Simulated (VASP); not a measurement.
Input of a VASP 6.6.1 run:

The input INCAR:

```
ALGO = Normal ; EDIFF = 1E-6
ENCUT = 520 ; GGA = PS
GGA_COMPAT = False ; ISIF = 2
ISMEAR = -1 ; ISYM = -1
LASPH = True ; LCHARG = True
LELF = True ; LREAL = Auto
LVHAR = True ; LWAVE = False
NBANDS = 179 ; NELM = 120
PREC = Accurate ; SIGMA = 0.05
```

KPOINTS

```
explicit points
1
Reciprocal
  0.25000000   0.25000000   0.25000000 1
```

Contents of POSCAR:

```
Ca4Ti3SbO12
1.0
    7.6826140000      0.0000000000      0.0000000000
    0.0000000000      7.6826140000      0.0000000000
    0.0000000000      0.0000000000      7.6826140000
Ca Sb Ti O
8 2 6 24
Direct
    0.0334420000      0.0022690000      0.0193110000
    0.0192000000      0.0092630000      0.5288030000
    0.9875540000      0.5000320000      0.9875280000
    0.9804680000      0.5076100000      0.4692020000
    0.5199920000      0.0032410000      0.0300130000
    0.5252710000      0.0064490000      0.5168090000
    0.4848630000      0.4964000000      0.9695630000
    0.4757920000      0.5073060000      0.4786280000
    0.2516030000      0.2526060000      0.2539760000
    0.7517050000      0.7500960000      0.7497590000
    0.2536770000      0.2590930000      0.7491230000
    0.2590130000      0.7531750000      0.2575980000
    0.2542910000      0.7589170000      0.7552610000
    0.7514830000      0.2544920000      0.2590500000
    0.7564330000      0.2491610000      0.7600680000
    0.7596400000      0.7572690000      0.2449860000
    0.2928820000      0.1991240000      0.9932110000
    0.1640630000      0.2877160000      0.5311410000
    0.2891210000      0.8041720000      0.9915370000
    0.2169270000      0.7005180000      0.4993590000
    0.7002210000      0.2891770000      0.9925570000
    0.7927770000      0.2091500000      0.4997150000
    0.7077330000      0.7020490000      0.9981020000
    0.7941810000      0.7950410000      0.5001390000
    0.9908130000      0.2913890000      0.1942890000
    0.9882300000      0.2063580000      0.8050020000
    0.9960290000      0.7016620000      0.2139770000
    0.0003820000      0.7969030000      0.7922520000
    0.5245180000      0.1779190000      0.2784900000
    0.4954620000      0.2907910000      0.6949160000
    0.5021170000      0.7978800000      0.2904320000
    0.5021240000      0.7033650000      0.7055130000
    0.1849000000      0.9906990000      0.2817880000
    0.2778070000      0.9968020000      0.6939660000
    0.3012430000      0.5248150000      0.1922570000
    0.2253300000      0.5032590000      0.8053030000
    0.7905580000      0.9900290000      0.1948940000
    0.6916500000      0.9983380000      0.7791460000
    0.7147290000      0.4986840000      0.2979550000
    0.8064920000      0.5007640000      0.7178280000
```

Potentials or basis: VASP PAW PBE potentials, release 64 (Ca_sv, Sb, Ti_sv, O).

Run with:

```sh
$ cat potpaw_PBE.64/Ca_sv/POTCAR potpaw_PBE.64/Sb/POTCAR potpaw_PBE.64/Ti_sv/POTCAR potpaw_PBE.64/O/POTCAR > POTCAR
$ mpirun -np 1 vasp_std > vasp.out
```

Estimate the band gap on the k mesh.

0.87 eV.

Estimate the largest force.

0.126 eV/Å.

Predict the pressure.

4.0 GPa.

Stress tensor (GPa, compression positive):
```
 4.55 -0.53  0.74
-0.53  3.39 -0.58
 0.74 -0.58  3.96
```

Caveat: the PAW data sets were made with another functional, which shifts forces and pressure a little; spin-orbit coupling is left out, which moves the levels of the heavy elements.
